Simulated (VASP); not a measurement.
# Li32S17 (a cell with a defect) in VASP: single point with PBEsol

Aim: the single point of Li32S17 (a cell with a defect) with PBEsol.

All numbers are computed with VASP 6.6.1; they aren't measurements. Logs are shortened: lines on timing, memory, paths and dates and some standing lists are left out, and cuts for length are marked.

### 1 The cell of the first run

The cell holds a defect, 49 atoms: a = 9.795 Å, b = 9.795 Å, c = 9.795 Å, α = 109.47°, β = 109.47°, γ = 109.47°.

### 2 Single point, PBEsol (with an interstitial atom, then relaxed in part)

INCAR reads:

```
PREC = Accurate ; ENCUT = 650
EDIFF = 1E-6 ; ISMEAR = 0
SIGMA = 0.01 ; LREAL = Auto
LASPH = T ; NELM = 120
ALGO = Normal ; ISIF = 2
LWAVE = F ; LCHARG = F
GGA = PS ; NELECT = 200.0
NBANDS = 129 ; GGA_COMPAT = F
```

KPOINTS reads:

```
Automatic mesh
0
Gamma
  2 2 2
  0.5 0.5 0.5
```

POSCAR reads:

```
Li32S17
1.0
    5.6548817363      5.6548817363      5.6548817363
   -5.6548817363      5.6548817363     -5.6548817363
   -5.6548817363     -5.6548817363      5.6548817363
Li S
32 17
Direct
    0.7382608020      0.0000000000      0.0000727566
    0.7531077037      0.7488219927      0.2531077037
   -0.0043677457      0.7468924734      0.0000200374
    0.7514059139      0.5046207677      0.5045483070
    0.0045483070      0.5046207677      0.2514059139
    0.2467851462      0.4953792323     -0.0000724607
    0.7531275640      0.2531075266      0.7487397809
    0.0042857110      0.2511780073      0.5042857110
    0.2487397809      0.2531075266      0.2531275640
    0.5003912542      0.2386671411      0.0003912542
   -0.0042702361      0.0000000000      0.7469558515
    0.2469558515      0.0000000000      0.4957297639
    0.5000727566      0.0000000000      0.2382608020
    0.2617241130      0.7613328589      0.7617241130
    0.5000200374      0.7468924734      0.4956322543
    0.4999275393      0.4953792323      0.7467851462
    0.2617391980      0.0000000000     -0.0000727566
    0.2468724360      0.7468924734      0.2512602191
    0.4996087458      0.7613328589     -0.0003912542
    0.2485940861      0.4953792323      0.4954516930
    0.5000724607      0.5046207677      0.2532148538
    0.7532148538      0.5046207677      0.0000724607
    0.2468922963      0.2511780073      0.7468922963
    0.4999799626      0.2531075266      0.5043677457
    0.7382758870      0.2386671411      0.2382758870
    0.0043677457      0.2531075266     -0.0000200374
    0.4999272434      0.0000000000      0.7617391980
    0.7530441485      0.0000000000      0.5042702361
    0.0042702361      0.0000000000      0.2530441485
    0.7512602191      0.7468924734      0.7468724360
   -0.0042857110      0.7488219927      0.4957142890
   -0.0045483070      0.4953792323      0.7485940861
    0.5001625507      0.2764250228      0.2762624721
    0.5000000000      0.0000000000      0.5000000000
    0.7760293177      0.0000000000      0.2760293177
    0.4998374493      0.7235749772      0.7237375279
    0.7500833340      0.7501236212      0.5000402871
    0.0000402871      0.7501236212      0.2500833340
    0.5000000000      0.5000000000      0.0000000000
    0.7500000000      0.5000000000      0.7500000000
    0.0000000000      0.5000000000      0.5000000000
    0.2500000000      0.5000000000      0.2500000000
    0.7762624721      0.2764250228      0.0001625507
   -0.0000402871      0.2498763788      0.7499166660
    0.2499166660      0.2498763788      0.4999597129
    0.0000000000      0.0000000000      0.0000000000
    0.2239706823      0.0000000000      0.7239706823
    0.2237375279      0.7235749772     -0.0001625507
    0.5000000000      0.0000000000      0.0000000000
```

Potentials or basis: VASP PAW PBE potentials, release 64 (Li_sv, S).

Launch:

```sh
$ cat potpaw_PBE.64/Li_sv/POTCAR potpaw_PBE.64/S/POTCAR > POTCAR
$ mpirun -np 1 vasp_std > vasp.out
```

OUTCAR:

```text
PREC = Accurate
   ENCUT = 650
   EDIFF = 1E-6
   ISMEAR = 0
   LREAL = Auto
   LASPH = T
   NELM = 120
   ISIF = 2
   GGA = PS
   NELECT = 200.0

 ion  position               nearest neighbor table
   1  0.738  0.000  0.000-  49 2.33  46 2.56  35 2.60  36 2.61  43 2.61
   2  0.753  0.749  0.253-  35 2.32  37 2.42  38 2.42  39 2.47
   3  0.996  0.747  0.000-  48 2.32  40 2.42  38 2.42  46 2.47
   4  0.751  0.505  0.505-  33 2.32  37 2.42  40 2.42  41 2.47
   5  0.005  0.505  0.251-  43 2.32  38 2.42  42 2.42  41 2.47
   6  0.247  0.495  1.000-  48 2.32  44 2.42  42 2.42  39 2.47
   7  0.753  0.253  0.749-  43 2.32  40 2.42  44 2.42  34 2.47
   8  0.004  0.251  0.504-  35 2.32  44 2.42  45 2.42  41 2.47
   9  0.249  0.253  0.253-  33 2.32  42 2.42  45 2.42  46 2.47
  10  0.500  0.239  0.000-  49 2.34  39 2.56  43 2.60  33 2.60  47 2.61
  11  0.996  0.000  0.747-  47 2.32  44 2.42  37 2.42  46 2.46
  12  0.247  0.000  0.496-  47 2.32  45 2.42  38 2.42  34 2.46
  13  0.500  0.000  0.238-  49 2.33  34 2.56  35 2.60  48 2.61  33 2.61
  14  0.262  0.761  0.762-  49 2.34  41 2.56  36 2.60  48 2.60  47 2.61
  15  0.500  0.747  0.496-  36 2.32  42 2.42  37 2.42  34 2.47
  16  0.500  0.495  0.747-  36 2.32  45 2.42  40 2.42  39 2.47
  17  0.262  0.000  1.000-  49 2.33  46 2.56  47 2.60  48 2.61  33 2.61
[... 45 lines left out ...]
  48  0.224  0.724  1.000-   6 2.32  32 2.32  18 2.32   3 2.32  19 2.60  14 2.60  17 2.61  13 2.61

  49  0.500  0.000  0.000-   1 2.33  13 2.33  17 2.33  27 2.33  19 2.34  10 2.34  25 2.34  14 2.34

  LATTYP: Found a body centered cubic cell.
 ALAT       =    11.3097634726

  Lattice vectors:

 A1 = (   5.6548817363,   5.6548817363,   5.6548817363)
 A2 = (  -5.6548817363,   5.6548817363,  -5.6548817363)
 A3 = (  -5.6548817363,  -5.6548817363,   5.6548817363)

Analysis of symmetry for initial positions (statically):
=====================================================================
 Subroutine PRICEL returns:
 Original cell was already a primitive cell.

 Routine SETGRP: Setting up the symmetry group for a
 body centered cubic supercell.

 Subroutine GETGRP returns: Found  8 space group operations
 (whereof  4 operations were pure point group operations)
 out of a pool of 48 trial point group operations.

The static configuration has the point symmetry C_2h.
 The point group associated with its full space group is D_2h.

Analysis of symmetry for dynamics (positions and initial velocities):
=====================================================================
 Subroutine PRICEL returns:
 Original cell was already a primitive cell.

 Routine SETGRP: Setting up the symmetry group for a
 body centered cubic supercell.

 Subroutine GETGRP returns: Found  8 space group operations
 (whereof  4 operations were pure point group operations)
 out of a pool of 48 trial point group operations.

The dynamic configuration has the point symmetry C_2h.
 The point group associated with its full space group is D_2h.

 Subroutine INISYM returns: Found  8 space group operations
 (whereof  4 operations are pure point group operations),
 and found     1 'primitive' translations

----------------------------------------------------------------------------------------

                                     Primitive cell

  volume of cell :     723.3202

  direct lattice vectors                    reciprocal lattice vectors
     5.654881736  5.654881736  5.654881736     0.000000000  0.088419179  0.088419179
    -5.654881736  5.654881736 -5.654881736    -0.088419179  0.088419179  0.000000000
    -5.654881736 -5.654881736  5.654881736    -0.088419179  0.000000000  0.088419179

  length of vectors
     9.794542478  9.794542478  9.794542478     0.125043602  0.125043602  0.125043602

  position of ions in fractional coordinates (direct lattice)
     0.738260802  0.000000000  0.000072757
     0.753107704  0.748821993  0.253107704
     0.995632254  0.746892473  0.000020037
     0.751405914  0.504620768  0.504548307
     0.004548307  0.504620768  0.251405914
     0.246785146  0.495379232  0.999927539
[... 41 lines left out ...]
     0.223737528  0.723574977  0.999837449
     0.500000000  0.000000000  0.000000000

  ion indices of the primitive-cell ions
   primitive index   ion index
                 1           1
                 2           2
                 3           3
                 4           4
                 5           5
                 6           6
[... 41 lines left out ...]
                48          48
                49          49

----------------------------------------------------------------------------------------

 KPOINTS: Automatic mesh

Automatic generation of k-mesh.
 Grid dimensions read from file:
 generate k-points for:    2    2    2

 Generating k-lattice:

  Cartesian coordinates                     Fractional coordinates (reciprocal lattice)
     0.000000000  0.044209589  0.044209589     0.500000000  0.000000000  0.000000000
    -0.044209589  0.044209589  0.000000000     0.000000000  0.500000000  0.000000000
    -0.044209589  0.000000000  0.044209589     0.000000000  0.000000000  0.500000000

  Length of vectors
     0.062521801  0.062521801  0.062521801

  Shift w.r.t. Gamma in fractional coordinates (k-lattice)
     0.500000000  0.500000000  0.500000000

 Subroutine IBZKPT returns following result:
 ===========================================

 Found      3 irreducible k-points:

 Following reciprocal coordinates:
            Coordinates               Weight
  0.250000  0.250000  0.250000      2.000000
 -0.250000  0.250000  0.250000      4.000000
  0.250000 -0.250000  0.250000      2.000000
   k-points           NKPTS =      3   k-points in BZ     NKDIM =      3   number of bands    NBANDS=    129
   number of dos      NEDOS =    301   number of ions     NIONS =     49
   total plane-waves  NPLWV = 592704
   dimension x,y,z NGX =    84 NGY =   84 NGZ =   84
   dimension x,y,z NGXF=   168 NGYF=  168 NGZF=  168
   ions per type =              32  17
   NGX,Y,Z   is equivalent  to a cutoff of  14.26, 14.26, 14.26 a.u.
   NGXF,Y,Z  is equivalent  to a cutoff of  28.52, 28.52, 28.52 a.u.
 SYSTEM =  unknown system
   PREC   = accura    normal or accurate (medium, high low for compatibility)
   ISTART =      0    job   : 0-new  1-cont  2-samecut
   ICHARG =      2    charge: 1-file 2-atom 10-const
   ISPIN  =      1    spin polarized calculation?
   LNONCOLLINEAR =      F non collinear calculations
   LSORBIT =      F    spin-orbit coupling
   LASPH  =      T    aspherical Exc in radial PAW
   ENCUT  =  650.0 eV  47.77 Ry    6.91 a.u.  20.36 20.36 20.36*2*pi/ulx,y,z
   NELM   =    120;   NELMIN=  2; NELMDL= -5     # of ELM steps
   EDIFF  = 0.1E-05   stopping-criterion for ELM
   LREAL  =      T    real-space projection
   EDIFFG = 0.1E-04   stopping-criterion for IOM
   NSW    =      0    number of steps for IOM
   IBRION =     -1    ionic relax: 0-MD 1-quasi-New 2-CG
   NFREE  =      0    steps in history (QN), initial steepest desc. (CG)
   ISIF   =      2    stress and relaxation
   ISYM   =      2    0-nonsym 1-usesym 2-fastsym
   POTIM  = 0.5000    time-step for ionic-motion
   TEBEG  =    0.0;   TEEND  =   0.0 temperature during run
   PSTRESS=    0.0 pullay stress
   NELECT =     200.0000    total number of electrons
   NUPDOWN=      -1.0000    fix difference up-down
   EMIN   =  10.00;   EMAX   =-10.00  energy-range for DOS
   EFERMI =   0.00;   METHOD = LEGACY
   ISMEAR =     0;   SIGMA  =   0.01  broadening in eV -4-tet -1-fermi 0-gaus
   EFERMI_NEDOS =   21; number of points for ismear=-14 and -15
   IALGO  =     38    algorithm
   IMIX   =      4    mixing-type and parameters
     AMIX     =   0.40;   BMIX     =  1.00
     AMIX_MAG =   1.60;   BMIX_MAG =  1.00
  volume/ion in A,a.u.               =      14.76        99.62
  Fermi-wavevector in a.u.,A,eV,Ry     =   1.066534  2.015457 15.476551  1.137494
  Thomas-Fermi vector in A             =   2.202121
   LORBIT       =      0    0 simple, 1 ext, 2 COOP (PROOUT), +10 PAW based schemes
   GGA     = PS    functional components
   LHFCALC =     F    Hartree Fock is set to
   AEXX    =    0.0000 exact exchange contribution
   IVDW    =     0    specifies the selected vdW correction
   LEPSILON=     F    determine dielectric tensor
   LRPA    =     F    only Hartree local field effects (RPA)
 non-spin polarized calculation
 Gauss-broadening in eV      SIGMA  =   0.01
  energy-cutoff  :      650.00
  volume of cell :      723.32
 maximum number of plane-waves:     27236
 NGX is ok and might be reduce to    84
   NGX = 41   NGY = 41   NGZ = 41

 number of electron     199.9999973 magnetization

 Free energy of the ion-electron system (eV)
  ---------------------------------------------------
  ext. energy  EPLUGINS =         0.00000000
  ---------------------------------------------------
  free energy    TOTEN  =      -193.41311435 eV

  energy without entropy =     -193.41311435  energy(sigma->0) =     -193.41311435

 E-fermi :   3.0585     XC(G=0):  -8.9195

 val. band max:        2.9799354852   @ k =  -0.2500   0.2500   0.2500
 cond. band min:       5.4272983031   @ k =  -0.2500   0.2500   0.2500
 fundamental gap:      2.4473628179
 Fermi energy:         3.0585337779

 k-point     1 :       0.2500    0.2500    0.2500
  band No.  band energies     occupation
      1     -41.7235      2.00000
      2     -41.7100      2.00000
      3     -41.7094      2.00000
      4     -41.7091      2.00000
      5     -41.6969      2.00000
      6     -41.6965      2.00000
[... 104 lines left out ...]
    111       6.6994      0.00000
    112       6.8762      0.00000

 k-point     2 :      -0.2500    0.2500    0.2500
  band No.  band energies     occupation
      1     -41.7236      2.00000
      2     -41.7101      2.00000
      3     -41.7093      2.00000
      4     -41.7091      2.00000
      5     -41.6968      2.00000
      6     -41.6964      2.00000
[... 104 lines left out ...]
    111       7.4624      0.00000
    112       7.5559      0.00000

 k-point     3 :       0.2500   -0.2500    0.2500
  band No.  band energies     occupation
      1     -41.7236      2.00000
      2     -41.7100      2.00000
      3     -41.7095      2.00000
      4     -41.7090      2.00000
      5     -41.6969      2.00000
      6     -41.6963      2.00000
[... 104 lines left out ...]
    111       7.4621      0.00000
    112       7.5545      0.00000
 [bands above 112 left out]

------------------------ aborting loop because EDIFF is reached ----------------------------------------

  FORCE on cell =-STRESS in cart. coord.  units (eV):
  Direction    XX          YY          ZZ          XY          YZ          ZX
  --------------------------------------------------------------------------------------
  -------------------------------------------------------------------------------------
  Total       23.0843854     23.0843854     23.1555065     -0.0266934      0.0000000      0.0000000
  in kB       51.1326532     51.1326532     51.2901885     -0.0591267      0.0000000      0.0000000
  external PRESSURE =      51.1851650 kB  Pullay stress =       0.0000000 kB

 VOLUME and BASIS-vectors are now :
 -----------------------------------------------------------------------------
  energy-cutoff  :      650.00
  volume of cell :      723.32
      direct lattice vectors                 reciprocal lattice vectors
     5.654881736  5.654881736  5.654881736     0.000000000  0.088419179  0.088419179
    -5.654881736  5.654881736 -5.654881736    -0.088419179  0.088419179  0.000000000
    -5.654881736 -5.654881736  5.654881736    -0.088419179  0.000000000  0.088419179

 POSITION                                       TOTAL-FORCE (eV/Angst)
 -----------------------------------------------------------------------------------
      4.17437      4.17437      4.17519         0.016235      0.016235      0.018125
     -1.40706      7.06194      1.45553         0.005069     -0.005069      0.004214
      1.40648      9.85366      1.40671        -0.001881     -0.001110     -0.002730
     -1.45762      4.24952      4.24870        -0.000675      0.000951      0.001747
     -4.24952      1.45762     -1.40618        -0.000951      0.000675      0.001747
     -7.06024     -1.45762      4.24870         0.000951     -0.000675      0.001747
[... 41 lines left out ...]
     -8.48048     -0.29702      2.82744        -0.003620     -0.002756      0.000000
      2.82744      2.82744      2.82744         0.000000      0.000000      0.000000
 -----------------------------------------------------------------------------------
    total drift:                               -0.000000      0.000000      0.000000

  FREE ENERGIE OF THE ION-ELECTRON SYSTEM (eV)
  ---------------------------------------------------
  free  energy   TOTEN  =      -193.4131143529 eV

  energy  without entropy=     -193.4131143529  energy(sigma->0) =     -193.41311435
```

It took 26 min on 1 thread of Oxide Virtual Turin-like, shared host; peak memory 1.1 GiB.

Results:

| Item | Value |
| --- | --- |
| Free energy | -193.4131 eV |
| Largest force | 0.029 eV/Å |

Forces in eV/Å, atoms in the order of the input:
```
Li   0.016  0.016  0.018
Li   0.005 -0.005  0.004
Li  -0.002 -0.001 -0.003
Li  -0.001  0.001  0.002
Li  -0.001  0.001  0.002
Li   0.001 -0.001  0.002
Li   0.002  0.001 -0.003
Li  -0.005  0.005  0.004
Li  -0.001 -0.002 -0.003
Li  -0.012  0.012 -0.021
Li  -0.003 -0.003 -0.006
Li   0.003  0.003 -0.006
Li  -0.016 -0.016  0.018
Li   0.012 -0.012 -0.021
Li   0.001  0.002 -0.003
Li   0.001 -0.001  0.002
Li  -0.016 -0.016 -0.018
Li  -0.002 -0.001  0.003
Li   0.012 -0.012  0.021
Li   0.001 -0.001 -0.002
Li  -0.001  0.001 -0.002
Li  -0.001  0.001 -0.002
Li  -0.005  0.005 -0.004
Li  -0.001 -0.002  0.003
Li  -0.012  0.012  0.021
Li   0.002  0.001  0.003
Li   0.016  0.016 -0.018
Li  -0.003 -0.003  0.006
Li   0.003  0.003  0.006
Li   0.001  0.002  0.003
Li   0.005 -0.005 -0.004
Li   0.001 -0.001 -0.002
S   -0.003 -0.004  0.000
S    0.000  0.000  0.000
S    0.000  0.000  0.005
S    0.003  0.004  0.000
S    0.000 -0.004  0.000
S    0.004  0.000  0.000
S    0.000  0.000  0.000
S    0.000  0.000  0.000
S    0.000  0.000  0.000
S    0.000  0.000  0.000
S    0.004  0.003  0.000
S   -0.004  0.000  0.000
S    0.000  0.004  0.000
S    0.000  0.000  0.000
S    0.000  0.000 -0.005
S   -0.004 -0.003  0.000
S    0.000  0.000  0.000
```

Caveat: the cell carries a net charge on a neutralising background, which shifts energy and pressure; the cell differs from its parent crystal (with an interstitial atom, then relaxed in part); the cell is charged against a uniform background, so pressure and absolute levels hang on convention; the PAW data sets were made with another functional, which shifts forces and pressure a little.
